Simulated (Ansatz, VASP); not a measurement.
**SbAs3 in VASP and in Ansatz**

```
Sb As
1.0
    -2.01281    2.01281    5.41190
     2.01281   -2.01281    5.41190
     2.01281    2.01281   -5.41190
Sb As
1 3
Direct
  0.00000 0.00000 0.00000
  0.50000 0.50000 0.00000
  0.25000 0.75000 0.50000
  0.75000 0.25000 0.50000
```

Alike in both runs: functional PBE; k mesh 16 × 16 × 16; occupations gaussian, width 0.1 eV; no spin polarisation.

Ansatz relaxed the structure, and its values are those at the end. VASP's run is a single point on that final structure, the one shown.

```csv
,VASP,Ansatz
version,VASP 6.6.1,Ansatz 0.2.0
potentials or method,"VASP PAW PBE potentials, release 64 (Sb, As), cutoff 520 eV","scalar-relativistic, plane waves, PAW"
valence electrons in the cell,20,60
```

|  | VASP | Ansatz | Ansatz less VASP |
| --- | --- | --- | --- |
| gap on the k mesh at the Fermi level (eV) | none | none | - |
| pressure (GPa) | 0.0 | 0.0 | 0.00 |

A gap of «none» marks a metal or a gap that the smearing closes. With one functional, cell and mesh, what is left measures potentials, basis and numerics. VASP's potentials hold 20 valence electrons a cell and Ansatz's 60, so a difference there can come from the potentials and not from the codes.

Neither program's run includes spin-orbit coupling.
